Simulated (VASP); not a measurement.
Crystal: Sn3Te.

```xyz
4
Lattice="-2.3009 2.3009 5.5165 2.3009 -2.3009 5.5165 2.3009 2.3009 -5.5165" Properties=species:S:1:pos:R:3 pbc="T T T"
Te    0.0000    0.0000    0.0000
Sn    0.0000    0.0000    5.5165
Sn    2.3009    0.0000    2.7582
Sn    0.0000    2.3009    2.7582
```

Base run:

- Program: VASP 6.6.1
- Functional: PBEsol
- Potentials or basis: VASP PAW PBE potentials, release 64 (Te, Sn_d)
- Cutoff: 520 eV
- k mesh: 8 × 8 × 8
- Occupations: fermi-dirac, width 0.05 eV
- Spin: no spin polarisation

Its results: band gap on the k mesh zero (bands 24 and 25 overlap by 0.93 eV); pressure -3.1 GPa.

**Question.** The run is repeated on the same cell with these changes: functional from PBEsol to revPBE; k mesh from 8 × 8 × 8 to 5 × 5 × 5. What comes out?

**Answer.** Band gap on the k mesh zero (bands 24 and 25 overlap by 0.56 eV); pressure 0.3 GPa.

Several settings changed at once.

Caveats: the PAW data sets were made with another functional, which shifts forces and pressure a little; spin-orbit coupling is left out, which moves the levels of the heavy elements; the cell stands under tension (at least some runs); semilocal functionals underestimate gaps, and a narrow one can read as zero (at least some runs).
